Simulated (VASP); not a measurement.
**HfO2: relaxation of cell and atoms with PBEsol**

HfO2:

```
CELL_PARAMETERS angstrom
3.60432 0.00000 0.00000
0.00000 3.60432 0.00000
0.00000 0.00000 5.26363
ATOMIC_POSITIONS crystal
Hf 0.50000 0.50000 0.50000
Hf 0.00000 0.00000 0.00000
O 0.00000 0.50000 0.69328
O 0.50000 0.00000 0.80672
O 0.50000 0.00000 0.30672
O 0.00000 0.50000 0.19328
```

```
Program                : VASP 6.6.1
Task                   : relaxation of cell and atoms
Functional             : PBEsol
Potentials or basis    : VASP PAW PBE potentials, release 64 (Hf_pv, O)
Cutoff                 : 600 eV
k mesh                 : 6 × 6 × 4
Occupations            : fermi-dirac, width 0.02 eV
Spin                   : no spin polarisation
Dipole correction      : no
Further INCAR settings : ALGO = Normal; EDIFF = 1e-06; IBRION = 2; EDIFFG = -0.005; NSW = 80; ISIF = 3
```

```json
{"Relaxed volume": "10.78 Å³/atom", "Relaxed cell": "a = 3.551 Å, b = 3.551 Å, c = 5.130 Å, α = 90.00°, β = 90.00°, γ = 90.00°", "Space group after relaxing (to 0.1 Å)": "P4_2/nmc (No. 137)", "Energy gained by relaxing": "20.3 meV/atom", "Ionic steps": "11", "Pressure after relaxing": "0.0 GPa", "Band gap on the k mesh": "4.59 eV (least direct gap 4.68 eV)"}
```

Stress tensor (GPa, compression positive):
```
 0.05  0.00  0.00
 0.00  0.05  0.00
 0.00  0.00 -0.07
```

Step by step:
```tsv
step	energy change (eV)	largest force (eV/Å)	pressure (GPa)	volume (Å³)
1	0.0000	0.0890	-10.61	68.38
2	0.1577	0.6756	20.31	61.18
3	-0.1017	0.1781	-0.31	65.50
4	-0.1017	0.1837	-0.11	65.44
5	-0.1082	0.1609	-0.06	65.29
6	-0.1161	0.1055	0.18	64.84
7	-0.1204	0.0497	-0.09	64.80
8	-0.1215	0.0194	-0.42	64.74
9	-0.1217	0.0027	-0.34	64.76
10	-0.1217	0.0055	0.26	64.59
11	-0.1218	0.0016	0.01	64.67
```

Final structure:
```
CELL_PARAMETERS angstrom
3.55066 0.00000 0.00000
0.00000 3.55066 0.00000
0.00000 0.00000 5.12973
ATOMIC_POSITIONS crystal
Hf 0.50000 0.50000 0.50000
Hf 0.00000 0.00000 0.00000
O 0.00000 0.50000 0.70245
O 0.50000 0.00000 0.79755
O 0.50000 0.00000 0.29755
O 0.00000 0.50000 0.20245
```

Levels at points of the mesh, in eV from the valence-band top:
```
           k point  band 19  band 20  band 21  band 22  band 23  band 24  band 25  band 26
(0.00, 0.00, 0.00)    -0.54    -0.11    -0.09    -0.09     4.59     4.63     5.77     6.18
(0.50, 0.00, 0.00)    -1.49    -1.49    -0.14    -0.14     5.04     5.04     6.10     6.10
(0.50, 0.50, 0.00)    -0.85    -0.85    -0.41    -0.41     5.52     5.52     6.13     6.13
(0.00, 0.00, 0.50)    -0.57    -0.57    -0.01    -0.01     5.32     5.32     5.58     5.58
(0.50, 0.00, 0.50)    -1.41    -1.41    -1.03    -1.03     5.22     5.22     5.53     5.53
(0.50, 0.50, 0.50)    -1.36    -1.36     0.00     0.00     5.94     5.94     6.14     6.14
```

Wall time 6.3 min on 1 thread of Intel Xeon 8259CL (shared host), peak memory 0.23 GiB.

Caveat: the PAW data sets were made with another functional, which shifts forces and pressure a little; spin-orbit coupling is left out, which moves the levels of the heavy elements. A k mesh can miss the band edges.
